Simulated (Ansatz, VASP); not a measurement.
# One calculation of HfB, two programs

Contents of INCAR:

```
SYSTEM = HfB
PREC     = Accurate       ! precision mode
ENCUT    = 520            ! plane-wave cutoff, eV
EDIFF    = 1E-6           ! SCF threshold, eV
ISMEAR   = 0              ! smearing method
SIGMA    = 0.1            ! smearing width, eV
LREAL    = .FALSE.        ! projectors in reciprocal space
LASPH    = .TRUE.         ! aspherical terms in the spheres
NELM     = 60             ! most SCF steps
ALGO     = Normal         ! electronic algorithm
ISIF     = 2              ! what is computed and relaxed
LWAVE    = .FALSE.        ! write WAVECAR
LCHARG   = .FALSE.        ! write CHGCAR
GGA      = PS             ! functional
NBANDS   = 14             ! bands
```

KPOINTS

```
Automatic mesh
0
G
  16 16 16
  0 0 0
```

The input POSCAR:

```
HfB
1.0
    0.0000000000      2.4712246022      2.4712246022
    2.4712246022      0.0000000000      2.4712246022
    2.4712246022      2.4712246022      0.0000000000
Hf B
1 1
Direct
    0.5000000000      0.5000000000      0.5000000000
    0.0000000000      0.0000000000      0.0000000000
```

Input for Ansatz:

```yaml
crystal:
  lattice:
    - [0.0, 2.4712246022, 2.4712246022]
    - [2.4712246022, 0.0, 2.4712246022]
    - [2.4712246022, 2.4712246022, 0.0]
  atoms:
    - { symbol: Hf, position: [0.5, 0.5, 0.5] }
    - { symbol: B, position: [0.0, 0.0, 0.0] }
basis:
  ecutwfc: 420
kpoints:
  mp_grid: { grid: [16, 16, 16] }
hamiltonian:
  xc: pbesol
scf:
  occupations: { method: gaussian, width: 0.1 }
output:
  forces: true
  stress: true
  eigenvalues: true
```

Alike in both runs: task single point; functional PBEsol; k mesh 16 × 16 × 16; occupations gaussian, width 0.1 eV; no spin polarisation.

```csv
,VASP,Ansatz
version,VASP 6.6.1,Ansatz 0.2.0
potentials or method,"VASP PAW PBE potentials, release 64 (Hf_pv, B), cutoff 520 eV","scalar-relativistic, plane waves, PAW"
valence electrons in the cell,13,29
```

|  | VASP | Ansatz | Ansatz less VASP |
| --- | --- | --- | --- |
| gap on the k mesh at the Fermi level (eV) | none | none | - |
| pressure (GPa) | -14.3 | -14.3 | 0.00 |

VASP's potentials were made for PBE, not for PBEsol. A gap of «none» marks a metal or a gap that the smearing closes. VASP's potentials hold 13 valence electrons a cell and Ansatz's 29, so a difference there can come from the potentials and not from the codes.

Spin-orbit coupling is off throughout.
